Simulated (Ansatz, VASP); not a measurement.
# MoS2: VASP beside Ansatz

Contents of INCAR:

```
SYSTEM = MoS2
PREC = Accurate ; ENCUT = 500
EDIFF = 1E-6 ; ISMEAR = 0
SIGMA = 0.05 ; LREAL = .False.
LASPH = .True. ; NELM = 120
ALGO = Normal ; ISIF = 2
LWAVE = .False. ; LCHARG = .True.
GGA = PE ; IVDW = 12
LELF = .True. ; LVHAR = .True.
NBANDS = 20 ; GGA_COMPAT = .False.
```

Contents of KPOINTS:

```
regular mesh
0
Gamma
  12 12 4
  0 0 0
```

POSCAR

```
MoS2
1.0
    3.0953451714      0.0000000000      0.0000000000
   -1.5476725857      2.6806475519      0.0000000000
    0.0000000000      0.0000000000      6.8790951089
Mo S
1 2
Direct
    0.0000000000      0.0000000000      0.0000000000
    0.3333333333      0.6666666667      0.2608812309
    0.3333333333      0.6666666667      0.7391187691
```

Input for Ansatz:

```yaml
crystal:
  lattice:
    - [3.0953451714, 0.0, 0.0]
    - [-1.5476725857, 2.6806475519, 0.0]
    - [0.0, 0.0, 6.8790951089]
  atoms:
    - { symbol: Mo, position: [0.0, 0.0, 0.0] }
    - { symbol: S, position: [0.3333333333, 0.6666666667, 0.2608812309] }
    - { symbol: S, position: [0.3333333333, 0.6666666667, 0.7391187691] }
basis:
  ecutwfc: 420
kpoints:
  mp_grid: { grid: [12, 12, 4] }
hamiltonian:
  xc: pbe
  dispersion: d3bj
scf:
  occupations: { method: gaussian, width: 0.05 }
output:
  forces: true
  stress: true
  eigenvalues: true
```

Alike in both runs: task single point; functional PBE; dispersion D3(BJ); k mesh 12 × 12 × 4; occupations gaussian, width 0.05 eV; no spin polarisation.

|  | VASP | Ansatz |
| --- | --- | --- |
| version | VASP 6.6.1 | Ansatz 0.2.0 |
| potentials or method | VASP PAW PBE potentials, release 64 (Mo_sv, S), cutoff 500 eV | scalar-relativistic, plane waves, PAW |
| valence electrons in the cell | 26 | 26 |

```csv
,VASP,Ansatz,Ansatz less VASP
gap on the k mesh at the Fermi level (eV),0.71,0.70,-0.001
least direct gap on the mesh (eV),1.46,1.46,-0.002
pressure (GPa),-12.6,-12.6,+0.06
"traceless stress, the component that is largest in VASP (GPa)",-16.76,-16.72,+0.036
rms of the force components (eV/Å),1.458,1.455,-0.0031
```

Atom by atom the forces differ by 0.003 eV/Å (rms over components).
